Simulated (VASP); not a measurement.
Input of a VASP 6.6.1 run:

INCAR

```
SYSTEM = Re
PREC = Accurate
ENCUT = 520
EDIFF = 1E-7
ISMEAR = 0
SIGMA = 0.15
LREAL = .False.
LASPH = .True.
NELM = 60
ALGO = Normal
ISIF = 2
LWAVE = .False.
LCHARG = .False.
GGA = PS
NBANDS = 14
```

KPOINTS

```
Automatic mesh
0
Gamma
  18 18 10
  0 0 0
```

Contents of POSCAR:

```
Re
1.0
    2.6586000000      0.0000000000      0.0000000000
   -1.3293000000      2.3024151385      0.0000000000
    0.0000000000      0.0000000000      4.2656000000
Re
2
Direct
    0.3333333333      0.6666666667      0.2500000000
    0.6666666667      0.3333333333      0.7500000000
```

Potentials or basis: VASP PAW PBE potentials, release 64 (Re).

Launch:

```sh
$ cat potpaw_PBE.64/Re/POTCAR > POTCAR
$ mpirun -np 1 vasp_std > vasp.out
```

Q: Predict the band gap on the k mesh.

A: Zero (bands 7 and 8 overlap by 4.02 eV).

Q: Predict the pressure.

A: 55.5 GPa.

Stress tensor (GPa, compression positive):
```
54.05  0.00  0.00
 0.00 54.05  0.00
 0.00  0.00 58.40
```

Caveat: the cell stands under pressure; the PAW data sets were made with another functional, which shifts forces and pressure a little; spin-orbit coupling is left out, which moves the levels of the heavy elements.
